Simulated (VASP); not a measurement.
# ZrB (Fm-3m) in VASP: notebook

ZrB is run at these levels: PBE; tasks: single point.

All numbers are computed with VASP 6.6.1; they aren't measurements. Logs are shortened: lines on timing, memory, paths and dates and some standing lists are left out, and cuts for length are marked.

## Step 1: The cell of the first run

The structure is cubic, space group Fm-3m (No. 225). Conventional cell: a = 4.969 Å, b = 4.969 Å, c = 4.969 Å, α = 90.00°, β = 90.00°, γ = 90.00°. Within 3.3 Å of Zr (site symmetry m-3m) lie 6 B at 2.48 Å. B (site symmetry m-3m) has 6 Zr at 2.48 Å within 3.3 Å.

## Step 2: Single point, PBE (15.33 Å³/atom)

INCAR

```
SYSTEM = ZrB
PREC = Accurate
ENCUT = 520
EDIFF = 1E-7
ISMEAR = 0
SIGMA = 0.05
LREAL = .False.
LASPH = .True.
NELM = 100
ALGO = Normal
ISIF = 2
LWAVE = .False.
LCHARG = .False.
GGA = PE
NBANDS = 14
```

KPOINTS

```
regular mesh
0
Gamma
  12 12 12
  0 0 0
```

POSCAR

```
ZrB
1.0
    0.0000000000      2.4843901759      2.4843901759
    2.4843901759      0.0000000000      2.4843901759
    2.4843901759      2.4843901759      0.0000000000
Zr B
1 1
Direct
    0.5000000000      0.5000000000      0.5000000000
    0.0000000000      0.0000000000      0.0000000000
```

Potentials or basis: VASP PAW PBE potentials, release 64 (Zr_sv, B).

The run is started by

```sh
cat potpaw_PBE.64/Zr_sv/POTCAR potpaw_PBE.64/B/POTCAR > POTCAR
mpirun -np 1 vasp_std > vasp.out
```

OUTCAR:

```text
SYSTEM = ZrB
   PREC = Accurate
   ENCUT = 520
   EDIFF = 1E-7
   ISMEAR = 0
   LREAL = .False.
   LASPH = .True.
   NELM = 100
   ISIF = 2
   GGA = PE

 ion  position               nearest neighbor table
   1  0.500  0.500  0.500-   2 2.48   2 2.48   2 2.48   2 2.48   2 2.48   2 2.48
   2  0.000  0.000  0.000-   1 2.48   1 2.48   1 2.48   1 2.48   1 2.48   1 2.48

  LATTYP: Found a face centered cubic cell.
 ALAT       =     4.9687803518

  Lattice vectors:

 A1 = (   0.0000000000,   2.4843901759,   2.4843901759)
 A2 = (   2.4843901759,   0.0000000000,   2.4843901759)
 A3 = (   2.4843901759,   2.4843901759,   0.0000000000)

Analysis of symmetry for initial positions (statically):
=====================================================================
 Subroutine PRICEL returns:
 Original cell was already a primitive cell.

 Routine SETGRP: Setting up the symmetry group for a
 face centered cubic supercell.

 Subroutine GETGRP returns: Found 48 space group operations
 (whereof 48 operations were pure point group operations)
 out of a pool of 48 trial point group operations.

The static configuration has the point symmetry O_h .

Analysis of symmetry for dynamics (positions and initial velocities):
=====================================================================
 Subroutine PRICEL returns:
 Original cell was already a primitive cell.

 Routine SETGRP: Setting up the symmetry group for a
 face centered cubic supercell.

 Subroutine GETGRP returns: Found 48 space group operations
 (whereof 48 operations were pure point group operations)
 out of a pool of 48 trial point group operations.

The dynamic configuration has the point symmetry O_h .

 Subroutine INISYM returns: Found 48 space group operations
 (whereof 48 operations are pure point group operations),
 and found     1 'primitive' translations

----------------------------------------------------------------------------------------

                                     Primitive cell

  volume of cell :      30.6683

  direct lattice vectors                    reciprocal lattice vectors
     0.000000000  2.484390176  2.484390176    -0.201256632  0.201256632  0.201256632
     2.484390176  0.000000000  2.484390176     0.201256632 -0.201256632  0.201256632
     2.484390176  2.484390176  0.000000000     0.201256632  0.201256632 -0.201256632

  length of vectors
     3.513458281  3.513458281  3.513458281     0.348586712  0.348586712  0.348586712

  position of ions in fractional coordinates (direct lattice)
     0.500000000  0.500000000  0.500000000
     0.000000000  0.000000000  0.000000000

  ion indices of the primitive-cell ions
   primitive index   ion index
                 1           1
                 2           2

[... 88 lines left out ...]
   IALGO  =     38    algorithm
   IMIX   =      4    mixing-type and parameters
     AMIX     =   0.40;   BMIX     =  1.00
     AMIX_MAG =   1.60;   BMIX_MAG =  1.00
  volume/ion in A,a.u.               =      15.33       103.48
  Fermi-wavevector in a.u.,A,eV,Ry     =   1.289859  2.437479 22.636493  1.663735
  Thomas-Fermi vector in A             =   2.421726
   LORBIT       =      0    0 simple, 1 ext, 2 COOP (PROOUT), +10 PAW based schemes
   GGA     = PE    functional components
   LHFCALC =     F    Hartree Fock is set to
   AEXX    =    0.0000 exact exchange contribution
   IVDW    =     0    specifies the selected vdW correction
   LEPSILON=     F    determine dielectric tensor
   LRPA    =     F    only Hartree local field effects (RPA)
 non-spin polarized calculation
 Gauss-broadening in eV      SIGMA  =   0.05
  energy-cutoff  :      520.00
  volume of cell :       30.67
 maximum number of plane-waves:       869
 NGX is ok and might be reduce to    28
   NGX = 13   NGY = 13   NGZ = 13

 number of electron      15.0000000 magnetization

 Free energy of the ion-electron system (eV)
  ---------------------------------------------------
  ext. energy  EPLUGINS =         0.00000000
  ---------------------------------------------------
  free energy    TOTEN  =       -15.98765758 eV

  energy without entropy =      -15.98667038  energy(sigma->0) =      -15.98716398

 E-fermi :   7.0789     XC(G=0): -11.2977

 val. band max:        7.0534379561   @ k =   0.5000   0.2500   0.0000
 cond. band min:       7.0903092922   @ k =   0.2500   0.0833   0.0000
 fundamental gap:      0.0368713361
 Fermi energy:         7.0788824396

 k-point     1 :       0.0000    0.0000    0.0000
  band No.  band energies     occupation
      1     -40.5730      2.00000
      2     -18.4095      2.00000
      3     -18.4095      2.00000
      4     -18.4095      2.00000
      5      -0.8575      2.00000
      6       8.7867      0.00000
      7       8.7867      0.00000
      8       8.7867      0.00000
      9      10.0946      0.00000
     10      10.0946      0.00000
     11      10.4238      0.00000
     12      10.4238      0.00000
     13      10.4238      0.00000
     14      17.5636      0.00000
[... 377 lines left out ...]
      1     -40.5203      2.00000
      2     -18.8288      2.00000
      3     -18.5452      2.00000
      4     -18.4769      2.00000
      5       2.4144      2.00000
      6       3.9727      2.00000
      7       6.0885      2.00000
      8       6.2633      2.00000
      9      11.3529      0.00000
     10      11.4546      0.00000
     11      12.4886      0.00000
     12      15.6524      0.00000
     13      16.4919      0.00000
     14      17.0321      0.00000

 [... further k-points ...]

------------------------ aborting loop because EDIFF is reached ----------------------------------------

  FORCE on cell =-STRESS in cart. coord.  units (eV):
  Direction    XX          YY          ZZ          XY          YZ          ZX
  --------------------------------------------------------------------------------------
  -------------------------------------------------------------------------------------
  Total       -1.0980890     -1.0980890     -1.0980890      0.0000000      0.0000000      0.0000000
  in kB      -57.3665505    -57.3665505    -57.3665505      0.0000000      0.0000000      0.0000000
  external PRESSURE =     -57.3665505 kB  Pullay stress =       0.0000000 kB

 VOLUME and BASIS-vectors are now :
 -----------------------------------------------------------------------------
  energy-cutoff  :      520.00
  volume of cell :       30.67
      direct lattice vectors                 reciprocal lattice vectors
     0.000000000  2.484390176  2.484390176    -0.201256632  0.201256632  0.201256632
     2.484390176  0.000000000  2.484390176     0.201256632 -0.201256632  0.201256632
     2.484390176  2.484390176  0.000000000     0.201256632  0.201256632 -0.201256632

 POSITION                                       TOTAL-FORCE (eV/Angst)
 -----------------------------------------------------------------------------------
      2.48439      2.48439      2.48439         0.000000      0.000000      0.000000
      0.00000      0.00000      0.00000        -0.000000     -0.000000     -0.000000
 -----------------------------------------------------------------------------------
    total drift:                                0.000000      0.000000      0.000000

  FREE ENERGIE OF THE ION-ELECTRON SYSTEM (eV)
  ---------------------------------------------------
  free  energy   TOTEN  =       -15.9876575817 eV

  energy  without entropy=      -15.9866703751  energy(sigma->0) =      -15.98716398
```

Run time: 57 s. Hardware: 1 thread of Intel Xeon 8259CL, shared host; peak memory 0.18 GiB.

What came out:

| Item | Value |
| --- | --- |
| Free energy | -15.9877 eV |
| Pressure | -5.7 GPa |
| Band gap on the k mesh | zero (an odd number of electrons rules out a gap without spin polarisation) |

Levels at points of the mesh, in eV from the Fermi level:
| k point | band 4 | band 5 | band 6 | band 7 | band 8 | band 9 | band 10 | band 11 | band 12 | band 13 |
| --- | --- | --- | --- | --- | --- | --- | --- | --- | --- | --- |
| (0.00, 0.00, 0.00) | -25.49 | -7.94 | 1.71 | 1.71 | 1.71 | 3.02 | 3.02 | 3.34 | 3.34 | 3.34 |
| (0.50, 0.00, 0.00) | -25.54 | -4.27 | -3.69 | -1.09 | -1.09 | 4.60 | 4.60 | 5.80 | 7.32 | 10.82 |
| (0.50, 0.50, 0.00) | -25.65 | -6.00 | -0.86 | -0.69 | 1.95 | 1.95 | 4.35 | 5.46 | 5.46 | 8.13 |

Caveat: the cell stands under tension.

## Step 3: Single point, PBE (15.78 Å³/atom)

This run uses another cell than the first one, of 15.78 Å³/atom.

INCAR

```
  PREC = Accurate
  ENCUT = 520
  EDIFF = 1E-6
  ISMEAR = 0
  SIGMA = 0.05
  LREAL = False
  LASPH = True
  NELM = 80
  ALGO = Normal
  ISIF = 2
  LWAVE = False
  LCHARG = False
  GGA = PE
  NBANDS = 14
```

KPOINTS

```
Automatic mesh
0
Gamma
  12 12 12
```

POSCAR

```
ZrB
1.0
    0.0000000000      2.5080524588      2.5080524588
    2.5080524588      0.0000000000      2.5080524588
    2.5080524588      2.5080524588      0.0000000000
Zr B
1 1
Direct
    0.5000000000      0.5000000000      0.5000000000
    0.0000000000      0.0000000000      0.0000000000
```

Potentials or basis: VASP PAW PBE potentials, release 64 (Zr_sv, B).

The run is started by

```sh
cat potpaw_PBE.64/Zr_sv/POTCAR potpaw_PBE.64/B/POTCAR > POTCAR
mpirun -np 1 vasp_std > vasp.out
```

Wall time 49 s (1 thread of Intel Xeon 8259CL, shared host); peak memory 0.18 GiB.

It converged, with:

* Free energy: -15.9460 eV
* Pressure: -9.4 GPa
* Band gap on the k mesh: zero (an odd number of electrons rules out a gap without spin polarisation)

Levels at points of the mesh, in eV from the Fermi level:
```csv
k point,band 4,band 5,band 6,band 7,band 8,band 9,band 10,band 11,band 12,band 13
"(0.00, 0.00, 0.00)",-25.63,-7.87,1.67,1.67,1.67,2.92,2.92,3.28,3.28,3.28
"(0.50, 0.00, 0.00)",-25.67,-4.33,-3.63,-1.06,-1.06,4.44,4.44,5.59,7.19,10.48
"(0.50, 0.50, 0.00)",-25.77,-5.94,-0.91,-0.64,1.88,1.88,4.19,5.26,5.26,7.80
```

Caveat: the cell stands under tension.
